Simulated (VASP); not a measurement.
Write the native input for VASP 6.6.1 that does the following.

| Property | Result |
| --- | --- |
| Task | single point |
| Functional | PBE |
| Potentials or basis | VASP PAW PBE potentials, release 64 (Mn_pv, S) |
| Cutoff | 500 eV |
| k mesh | 6 × 6 × 6 |
| Occupations | gaussian, width 0.05 eV |
| Spin | collinear spin, ferromagnetic start |
| Starting moments | [4.61, 0.0] μB |
| Dipole correction | no |
| Further INCAR settings | ALGO = Normal; EDIFF = 1e-06; NBANDS = 20 |

The structure of MnS lies in POSCAR:

```
MnS
1.0
    0.0000000000      2.8525443645      2.8525443645
    2.8525443645      0.0000000000      2.8525443645
    2.8525443645      2.8525443645      0.0000000000
Mn S
1 1
Direct
    0.0000000000      0.0000000000      0.0000000000
    0.2500000000      0.2500000000      0.2500000000
```

One way to write it, as run:

INCAR

```
SYSTEM = MnS
ALGO = Normal ; EDIFF = 1E-6
ENCUT = 500 ; GGA = PE
GGA_COMPAT = .FALSE. ; ISIF = 2
ISMEAR = 0 ; ISPIN = 2
LASPH = .TRUE. ; LCHARG = .FALSE.
LMAXMIX = 4 ; LORBIT = 11
LREAL = .FALSE. ; LWAVE = .FALSE.
MAGMOM = 4.61 0 ; NBANDS = 20
NELM = 200 ; PREC = Accurate
SIGMA = 0.05
```

KPOINTS

```
k-points
0
G
  6 6 6
  0 0 0
```

Potentials or basis: VASP PAW PBE potentials, release 64 (Mn_pv, S).

The run is started by

```console
$ cat potpaw_PBE.64/Mn_pv/POTCAR potpaw_PBE.64/S/POTCAR > POTCAR
$ mpirun -np 1 vasp_std > vasp.out
```

Results of the run:

The pressure is -1.6 GPa, the band gap on the k mesh is 0.10 eV (least direct gap 0.70 eV) and the net moment is 5.00 μB per cell. The site moments are Mn +4.39; S +0.09 μB and the valence electrons inside the program's atomic spheres are Mn 11.32; S 3.75.

Caveat: a cell with one magnetic atom can't hold antiferromagnetic order, which such compounds often take.

Run time: 57 s on 1 thread of Oxide Virtual Turin-like Processor, with other jobs on the host, peak memory 0.15 GiB.
